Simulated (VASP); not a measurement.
A run of VASP 6.6.1 is set up as follows.

Contents of INCAR:

```
PREC = Accurate
ENCUT = 600
EDIFF = 1E-6
ISMEAR = -1
SIGMA = 0.05
LREAL = False
LASPH = True
NELM = 60
ALGO = Normal
ISIF = 3
LWAVE = False
LCHARG = False
GGA = PS
IVDW = 13
IBRION = 2
NSW = 60
EDIFFG = -0.01
```

Contents of KPOINTS:

```
Automatic mesh
0
Gamma
  8 8 7
```

Contents of POSCAR:

```
PbS
1.0
    4.0896976867      0.0000000000      0.0000000000
   -2.0448488433      3.5417820905      0.0000000000
    0.0000000000      0.0000000000      3.7881670000
Pb S
1 1
Direct
    0.0000000000      0.0000000000      0.0000000000
    0.6666666667      0.3333333333      0.5000000000
```

Potentials or basis: VASP PAW PBE potentials, release 64 (Pb_d, S).

Command:

```console
$ cat potpaw_PBE.64/Pb_d/POTCAR potpaw_PBE.64/S/POTCAR > POTCAR
$ mpirun -np 1 vasp_std > vasp.out
```

(1) Estimate the dispersion energy per atom.

(2) Predict the space group after relaxing (to 0.1 Å).

(3) Predict the relaxed cell.

Answers

(1) -0.226 eV.

(2) P-6m2 (No. 187).

(3) a = 3.943 Å, b = 3.943 Å, c = 3.740 Å, α = 90.00°, β = 90.00°, γ = 120.00°.
